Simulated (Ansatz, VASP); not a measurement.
# Cr in VASP and in Ansatz

```
Cr
1.0
     0.00000    1.81224    1.81224
     1.81224    0.00000    1.81224
     1.81224    1.81224    0.00000
Cr
1
Direct
  0.00000 0.00000 0.00000
```

Alike in both runs: task single point; functional PBE; k mesh 15 × 15 × 15; occupations fermi-dirac, width 0.1 eV; non-collinear spin, spin-orbit coupling.

```csv
,VASP,Ansatz
version,VASP 6.6.1,Ansatz 0.2.0
potentials or method,"VASP PAW PBE potentials, release 64 (Cr_pv), cutoff 520 eV","plane waves (420 eV) with PAW, fully relativistic with spin-orbit coupling"
valence electrons in the cell,12,14
```

|  | VASP | Ansatz | Ansatz less VASP |
| --- | --- | --- | --- |
| net moment per atom (μB) | 0.00 | 0.00 | 0.000 |

With one functional, cell and mesh, what is left measures potentials, basis and numerics. VASP's potentials hold 12 valence electrons a cell and Ansatz's 14, so a difference there can come from the potentials and not from the codes.
